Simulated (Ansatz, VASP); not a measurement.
One calculation of Zn, two programs

INCAR

```
SYSTEM = Zn
  PREC = Accurate
  ENCUT = 520
  EDIFF = 1E-6
  ISMEAR = -1
  SIGMA = 0.05
  LREAL = .False.
  LASPH = .True.
  NELM = 80
  ALGO = Normal
  ISIF = 2
  LWAVE = .False.
  LCHARG = .True.
  GGA = PS
  LELF = .True.
  LVHAR = .True.
  NBANDS = 12
```

File KPOINTS:

```
regular mesh
0
Gamma
  17 17 17
  0 0 0
```

File POSCAR:

```
Zn
1.0
    2.2768310251      0.0000000000      0.0000000000
    0.0000000000      2.2768310251      0.0000000000
    0.0000000000      0.0000000000      2.2768310251
Zn
1
Direct
    0.0000000000      0.0000000000      0.0000000000
```

Input for Ansatz:

```yaml
crystal:
  lattice:
    - [2.2768310251, 0.0, 0.0]
    - [0.0, 2.2768310251, 0.0]
    - [0.0, 0.0, 2.2768310251]
  atoms:
    - { symbol: Zn, position: [0.0, 0.0, 0.0] }
kpoints:
  mp_grid: { grid: [17, 17, 17] }
scf:
  occupations: { method: fermi_dirac, width: 0.05 }
hamiltonian:
  xc: pbesol
  pseudopotentials: { kind: all_electron, lapw: { basis_error: 0.001 } }
output:
  forces: true
  stress: true
  eigenvalues: true
  populations: true
```

Change from the starting cell: volume scaled by 0.7, LAPW.

Alike in both runs: task single point; functional PBEsol; k mesh 17 × 17 × 17; occupations fermi-dirac, width 0.05 eV; no spin polarisation.

|  | VASP | Ansatz |
| --- | --- | --- |
| version | VASP 6.6.1 | Ansatz 0.2.0 |
| potentials or method | VASP PAW PBE potentials, release 64 (Zn), cutoff 520 eV | all-electron LAPW, scalar-relativistic |

VASP gave:

```
pressure (GPa) : 54.5
```

Question: Estimate Ansatz's values.

Answer: Pressure (GPa): 53.3.

VASP's potentials were made for PBE, not for PBEsol. Both programs put the cell under a high pressure, so it lies far from rest at this level. Ansatz ran all-electron here, and VASP with PAW potentials.
